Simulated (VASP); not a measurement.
Write the native input for VASP 6.6.1 that does the following.

```
Task                   : relaxation of shape and atoms at fixed volume
Functional             : LDA
Potentials or basis    : VASP PAW LDA potentials, release 64 (Pb_d, O)
Cutoff                 : 600 eV
k mesh                 : 6 × 6 × 8
Occupations            : gaussian, width 0.05 eV
Spin                   : no spin polarisation
Dipole correction      : no
Further INCAR settings : ALGO = Normal; EDIFF = 1e-06; IBRION = 2; EDIFFG = -0.01; NSW = 60; ISIF = 4
```

The structure of PbO2 lies in POSCAR:

```
PbO2
1.0
    4.9707513726      0.0000000000      0.0000000000
    0.0000000000      4.9707513726      0.0000000000
    0.0000000000      0.0000000000      3.4107211252
Pb O
2 4
Direct
    0.0000000000      0.0000000000      0.0000000000
    0.5000000000      0.5000000000      0.5000000000
    0.3075286930      0.3075286930      0.0000000000
    0.8075286930      0.1924713070      0.5000000000
    0.1924713070      0.8075286930      0.5000000000
    0.6924713070      0.6924713070      0.0000000000
```

The input as run:

INCAR

```
ALGO     = Normal         # electronic algorithm
EDIFF    = 1E-6           # SCF threshold, eV
EDIFFG   = -0.01          # ionic threshold
ENCUT    = 600            # plane-wave cutoff, eV
GGA      = CA             # functional
IBRION   = 2              # ionic algorithm
ISIF     = 4              # what is computed and relaxed
ISMEAR   = 0              # smearing method
LASPH    = True           # aspherical terms in the spheres
LCHARG   = False          # write CHGCAR
LREAL    = False          # projectors in reciprocal space
LWAVE    = False          # write WAVECAR
NELM     = 100            # most SCF steps
NSW      = 60             # ionic steps
PREC     = Accurate       # precision mode
SIGMA    = 0.05           # smearing width, eV
```

KPOINTS

```
k-points
0
Gamma
  6 6 8
```

Potentials or basis: VASP PAW LDA potentials, release 64 (Pb_d, O).

Run with:

```sh
$ cat potpaw_LDA.64/Pb_d/POTCAR potpaw_LDA.64/O/POTCAR > POTCAR
$ mpirun -np 1 vasp_std > vasp.out
```

It gave:

- Energy gained by relaxing: 0.1 meV/atom
- Ionic steps: 7
- Pressure after relaxing: -2.5 GPa
- Band gap on the k mesh: 0.09 eV (least direct gap 0.13 eV)

Caveat: spin-orbit coupling is left out, which moves the levels of the heavy elements.

Run time: 8.4 min on 1 thread of Oxide Virtual Turin-like Processor, on a shared host, peak memory 0.23 GiB.
